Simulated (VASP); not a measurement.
Crystal: AlP5.

```
Al P
1.0
     0.00000    3.87533    3.87533
     3.87533    0.00000    3.87533
     3.87533    3.87533    0.00000
Al P
1 5
Direct
  0.00000 0.00000 0.00000
  0.37500 0.37500 0.87500
  0.37500 0.87500 0.37500
  0.87500 0.37500 0.37500
  0.37500 0.37500 0.37500
  0.75000 0.75000 0.75000
```

| Property | Result |
| --- | --- |
| Program | VASP 6.6.1 |
| Task | relaxation of cell and atoms |
| Functional | PBE |
| Potentials or basis | VASP PAW PBE potentials, release 64 (Al, P) |
| Cutoff | 600 eV |
| k mesh | 4 × 4 × 4 |
| Occupations | gaussian, width 0.1 eV |
| Spin | no spin polarisation |

At the start: pressure -13.1 GPa; volume 19.40 Å³/atom.

Problem. How do energy, volume and symmetry change on relaxing?

Solution. Over 3 steps the energy falls by 217.7 meV/atom and the volume is 15.12 Å³/atom (-22.0 %); space group F-43m (No. 216, to 0.05 Å).

The path:
| step | energy change (eV) | largest force (eV/Å) | pressure (GPa) | volume (Å³) |
| --- | --- | --- | --- | --- |
| 1 | 0.0000 | 0.0621 | -13.10 | 116.40 |
| 2 | -1.3032 | 0.0140 | -0.93 | 91.67 |
| 3 | -1.3062 | 0.0168 | -0.07 | 90.74 |

Final structure:
```yaml
crystal:
  lattice:
    - [0.00000, 3.56664, 3.56664]
    - [3.56664, 0.00000, 3.56664]
    - [3.56664, 3.56664, 0.00000]
  atoms:
    - { symbol: Al, position: [0.00000, 0.00000, 0.00000] }
    - { symbol: P, position: [0.37523, 0.37523, 0.87430] }
    - { symbol: P, position: [0.37523, 0.87430, 0.37523] }
    - { symbol: P, position: [0.87430, 0.37523, 0.37523] }
    - { symbol: P, position: [0.37523, 0.37523, 0.37523] }
    - { symbol: P, position: [0.75000, 0.75000, 0.75000] }
```

Caveat: the volume moved by over 15 % at a fixed basis, so the end points are rough.
